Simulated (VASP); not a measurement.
**Ir: single point with r2SCAN**

Crystal: Ir.

```
Ir
1.0
     2.72927    0.00000    0.00000
    -1.36463    2.36361    0.00000
     0.00000    0.00000    8.84348
Ir
4
Direct
  0.33346 0.16670 0.37762
  0.00000 0.50004 0.86129
  0.99998 0.49994 0.13870
  0.66656 0.83332 0.62238
```

```
Program             : VASP 6.6.1
Task                : single point
Functional          : r2SCAN
Potentials or basis : VASP PAW PBE potentials, release 64 (Ir)
Cutoff              : 520 eV
k mesh              : 12 × 12 × 4
Occupations         : gaussian, width 0.15 eV
Spin                : no spin polarisation
```

| Item | Value |
| --- | --- |
| Pressure | 11.4 GPa |
| Largest force | 0.066 eV/Å |
| Band gap on the k mesh | zero (bands 18 and 19 overlap by 2.50 eV) |

Forces on the atoms (eV/Å):
```
Ir  -0.002 -0.001  0.021
Ir  -0.001 -0.001  0.066
Ir   0.001  0.001 -0.066
Ir   0.002  0.001 -0.021
```

Stress tensor (GPa, compression positive):
```
 2.69  0.00  0.00
 0.00  2.68 -0.01
 0.00 -0.01 28.93
```

Levels at points of the mesh, in eV from the Fermi level:
| k point | band 14 | band 15 | band 16 | band 17 | band 18 | band 19 | band 20 | band 21 |
| --- | --- | --- | --- | --- | --- | --- | --- | --- |
| (0.00, 0.00, 0.00) | -3.28 | -3.28 | -1.85 | -1.85 | -1.32 | -1.32 | -0.34 | 0.45 |
| (0.50, 0.00, 0.00) | -0.58 | -0.16 | 0.85 | 0.89 | 1.06 | 1.39 | 1.64 | 1.88 |
| (0.00, 0.50, 0.00) | -0.58 | -0.16 | 0.85 | 0.89 | 1.06 | 1.39 | 1.64 | 1.88 |
| (0.50, 0.50, 0.00) | -0.58 | -0.16 | 0.85 | 0.89 | 1.06 | 1.39 | 1.64 | 1.88 |
| (0.00, 0.00, 0.50) | -3.43 | -2.44 | -1.83 | -1.52 | -1.52 | -0.98 | -0.98 | -0.88 |
| (0.50, 0.00, 0.50) | -0.05 | -0.02 | 0.19 | 0.84 | 1.06 | 1.22 | 1.50 | 2.33 |
| (0.00, 0.50, 0.50) | -0.05 | -0.02 | 0.19 | 0.84 | 1.06 | 1.22 | 1.50 | 2.33 |
| (0.50, 0.50, 0.50) | -0.05 | -0.02 | 0.19 | 0.84 | 1.06 | 1.22 | 1.50 | 2.33 |

Run time: 39 min on 1 thread of Intel Xeon 8259CL (shared host), peak memory 0.43 GiB.

Caveat: the stress differs along the axes, from 3 to 29 GPa; the PAW data sets were made with another functional, which shifts forces and pressure a little; spin-orbit coupling is left out, which moves the levels of the heavy elements.
